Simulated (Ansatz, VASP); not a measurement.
# Se in VASP and in Ansatz

The input INCAR:

```
PREC = Accurate
ENCUT = 520
EDIFF = 1E-6
ISMEAR = 0
SIGMA = 0.15
LREAL = F
LASPH = T
NELM = 60
ALGO = Normal
ISIF = 2
LWAVE = F
LCHARG = F
GGA = PE
NBANDS = 13
```

KPOINTS

```
regular mesh
0
Gamma
  18 18 10
```

The input POSCAR:

```
Se
1.0
    1.4151834714     -3.9784177235      0.0000000000
    1.4151834714      3.9784177235      0.0000000000
    0.0000000000      0.0000000000      4.6134314000
Se
2
Direct
    0.9356553200      0.0643446800      0.2500000000
    0.0643446800      0.9356553200      0.7500000000
```

Input for Ansatz:

```yaml
crystal:
  lattice:
    - [1.4151834714, -3.9784177235, 0.0]
    - [1.4151834714, 3.9784177235, 0.0]
    - [0.0, 0.0, 4.6134314]
  atoms:
    - { symbol: Se, position: [0.93565532, 0.06434468, 0.25] }
    - { symbol: Se, position: [0.06434468, 0.93565532, 0.75] }
basis:
  ecutwfc: 420
kpoints:
  mp_grid: { grid: [18, 18, 10] }
hamiltonian:
  xc: pbe
scf:
  occupations: { method: gaussian, width: 0.15 }
output:
  forces: true
  stress: true
  eigenvalues: true
```

Change from the starting cell: strain +0.0150 x Voigt [1, -1, 0, 0, 0, 0], atoms carried along.

Alike in both runs: task single point; functional PBE; k mesh 18 × 18 × 10; occupations gaussian, width 0.15 eV; no spin polarisation.

|  | VASP | Ansatz |
| --- | --- | --- |
| version | VASP 6.6.1 | Ansatz 0.2.0 |
| potentials or method | VASP PAW PBE potentials, release 64 (Se), cutoff 520 eV | scalar-relativistic, plane waves, PAW |
| valence electrons in the cell | 12 | 32 |

|  | VASP | Ansatz | Ansatz less VASP |
| --- | --- | --- | --- |
| gap on the k mesh at the Fermi level (eV) | none | none | - |
| pressure (GPa) | 1.0 | 0.9 | -0.05 |
| traceless stress, the component that is largest in VASP (GPa) | -2.63 | -2.60 | +0.035 |
| rms of the force components (eV/Å) | 0.053 | 0.049 | -0.0033 |

Atom by atom the forces differ by 0.003 eV/Å (rms over components). A gap of «none» marks a metal or a gap that the smearing closes. With one functional, cell and mesh, what is left measures potentials, basis and numerics. VASP's potentials hold 12 valence electrons a cell and Ansatz's 32, so a difference there can come from the potentials and not from the codes.
